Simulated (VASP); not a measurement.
Input of a VASP 6.6.1 run:

Contents of INCAR:

```
SYSTEM = LiB18N18
PREC = Accurate ; ENCUT = 520
EDIFF = 1E-7 ; ISMEAR = -1
SIGMA = 0.01 ; LREAL = Auto
LASPH = .True. ; NELM = 100
ALGO = Normal ; ISIF = 2
LWAVE = .False. ; LCHARG = .False.
GGA = PE ; NBANDS = 98
NELECT = 146.0
```

File KPOINTS:

```
Automatic mesh
0
Gamma
  2 2 2
  0.5 0.5 0.5
```

File POSCAR:

```
LiB18N18
1.0
    7.4650312800      0.0000000000      0.0000000000
   -3.7325156400      6.4649067300      0.0000000000
    0.0000000000      0.0000000000      6.4954828800
B N Li
18 18 1
Direct
    0.1119403800      0.2217070400      0.2402870500
    0.2221090700      0.1114410300      0.7609394300
    0.1119440900      0.5554083800      0.2408537300
    0.2209450900      0.4440188500      0.7523401200
    0.1131300700      0.8891558000      0.2489846800
    0.2221487200      0.7777936200      0.7602982600
    0.4445090100      0.2205290600      0.2488401300
    0.5558325100      0.1114891200      0.7603674400
    0.4422844600      0.5536571000      0.2327153700
    0.5540412300      0.4417740300      0.7684602100
    0.4446170800      0.8890286700      0.2491002900
    0.5542333000      0.7794056500      0.7681658900
    0.7782814100      0.2216930700      0.2408695700
    0.8895773000      0.1126427100      0.7523987000
    0.7798910800      0.5538158300      0.2331205100
    0.8894689200      0.4441393900      0.7520411200
    0.7800292700      0.8914012100      0.2328848300
    0.8917987400      0.7795285600      0.7683141200
    0.1115013000      0.2220186200      0.7524450700
    0.2225697300      0.1111546300      0.2488627100
    0.1115186400      0.5554444600      0.7514374900
    0.2219849500      0.4441417100      0.2363532900
    0.1120821400      0.8890047500      0.7647066800
    0.2225671200      0.7777271800      0.2497469900
    0.4445297400      0.2214858800      0.7647929500
    0.5559282500      0.1110186700      0.2496649800
    0.4456816500      0.5558443000      0.7572533600
    0.5563200300      0.4452501500      0.2439065000
    0.4445637800      0.8890683500      0.7639135000
    0.5564104800      0.7772984500      0.2441529300
    0.7781798500      0.2221538300      0.7515133100
    0.8895224000      0.1116551000      0.2365612100
    0.7776369800      0.5558531200      0.7568960600
    0.8895066200      0.4441020000      0.2372218300
    0.7777620400      0.8879289000      0.7574069500
    0.8884181400      0.7773383300      0.2440843500
    0.6663375800      0.6659592500      0.5006173000
```

Potentials or basis: VASP PAW PBE potentials, release 64 (B, N, Li_sv).

Launch:

```console
$ cat potpaw_PBE.64/B/POTCAR potpaw_PBE.64/N/POTCAR potpaw_PBE.64/Li_sv/POTCAR > POTCAR
$ mpirun -np 1 vasp_std > vasp.out
```

(1) What does it give for the largest force?

Answers

(1) 0.230 eV/Å.

Caveat: the cell carries a net charge on a neutralising background, which shifts energy and pressure.
